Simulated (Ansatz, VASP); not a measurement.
## ZrB: VASP beside Ansatz

Contents of INCAR:

```
PREC     = Accurate       # precision mode
ENCUT    = 520            # plane-wave cutoff, eV
EDIFF    = 1E-7           # SCF threshold, eV
ISMEAR   = 0              # smearing method
SIGMA    = 0.15           # smearing width, eV
LREAL    = F              # projectors in reciprocal space
LASPH    = T              # aspherical terms in the spheres
NELM     = 80             # most SCF steps
ALGO     = Normal         # electronic algorithm
ISIF     = 2              # what is computed and relaxed
LWAVE    = F              # write WAVECAR
LCHARG   = F              # write CHGCAR
NBANDS   = 14             # bands
```

The input KPOINTS:

```
Automatic mesh
0
Gamma
  16 16 16
```

Contents of POSCAR:

```
ZrB
1.0
    0.0000000000      2.4153850465      2.4153850465
    2.5281835282      0.0000000000      2.4153850465
    2.5281835282      2.4153850465      0.0000000000
Zr B
1 1
Direct
    0.0000000000      0.0000000000      0.0000000000
    0.5000000000      0.5000000000      0.5000000000
```

Input for Ansatz:

```yaml
crystal:
  lattice:
    - [0.0, 2.4153850465, 2.4153850465]
    - [2.5281835282, 0.0, 2.4153850465]
    - [2.5281835282, 2.4153850465, 0.0]
  atoms:
    - { symbol: Zr, position: [0.0, 0.0, 0.0] }
    - { symbol: B, position: [0.5, 0.5, 0.5] }
basis:
  ecutwfc: 520.0
kpoints:
  mp_grid: { grid: [16, 16, 16] }
hamiltonian:
  xc: lda
scf:
  occupations: { method: gaussian, width: 0.15 }
output:
  forces: true
  stress: true
  eigenvalues: true
```

Change from the starting cell: normal strain along x +0.0467, normal strain along z +0.0000.

Alike in both runs: task single point; functional LDA; k mesh 16 × 16 × 16; occupations gaussian, width 0.15 eV; no spin polarisation.

|  | VASP | Ansatz |
| --- | --- | --- |
| version | VASP 6.6.1 | Ansatz 0.2.0 |
| potentials or method | VASP PAW LDA potentials, release 64 (Zr_sv, B), cutoff 520 eV | scalar-relativistic, plane waves, PAW |
| valence electrons in the cell | 15 | 15 |

Ansatz gave:

| Item | Value |
| --- | --- |
| gap on the k mesh at the Fermi level (eV) | none |
| pressure (GPa) | -6.8 |
| traceless stress, the component that is largest in VASP (GPa) | -8.31 |

Task: Which values does VASP return?

Result: gap on the k mesh at the Fermi level (eV): none; pressure (GPa): -6.5; traceless stress, the component that is largest in VASP (GPa): -8.36.

LDA's correlation is that of Perdew and Zunger in VASP and of Perdew and Wang (1992) in Ansatz. A gap of «none» marks a metal or a gap that the smearing closes.
